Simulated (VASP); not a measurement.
C:

```xyz
2
Lattice="1.2212 0.7051 3.5897 -1.2212 0.7051 3.5897 0.0000 -1.4101 3.5897" Properties=species:S:1:pos:R:3 pbc="T T T"
C     0.0000    0.0000    1.7946
C     0.0000    0.0000    8.9745
```

- Program: VASP 6.6.1
- Task: relaxation of shape and atoms at fixed volume
- Functional: PBEsol
- Potentials or basis: VASP PAW PBE potentials, release 64 (C)
- Cutoff: 600 eV
- k mesh: 18 × 18 × 18
- Occupations: gaussian, width 0.01 eV
- Spin: no spin polarisation

At the start: pressure 5.7 GPa; volume 9.27 Å³/atom.

Question: Where does the relaxation end?

Answer: Over 6 steps the energy falls by 3.7 meV/atom; space group R-3m (No. 166, to 0.1 Å) before and after.

Step by step:
| step | energy change (eV) | largest force (eV/Å) | pressure (GPa) | volume (Å³) |
| --- | --- | --- | --- | --- |
| 1 | 0.0000 | 0.0004 | 5.72 | 18.54 |
| 2 | -0.0072 | 0.0021 | -0.97 | 18.54 |
| 3 | -0.0074 | 0.0018 | -0.07 | 18.54 |
| 4 | -0.0074 | 0.0018 | -0.17 | 18.54 |
| 5 | -0.0074 | 0.0011 | -0.05 | 18.54 |
| 6 | -0.0074 | 0.0010 | -0.06 | 18.54 |

Final structure:
```
C
1.0
     1.23003    0.71016    3.53831
    -1.23003    0.71016    3.53831
     0.00000   -1.42032    3.53831
C
2
Direct
  0.16663 0.16663 0.16663
  0.83337 0.83337 0.83337
```

Caveat: this functional lacks dispersion, which binds the layers, so the pressure and a relaxed spacing across them are unreliable; the PAW data sets were made with another functional, which shifts forces and pressure a little.
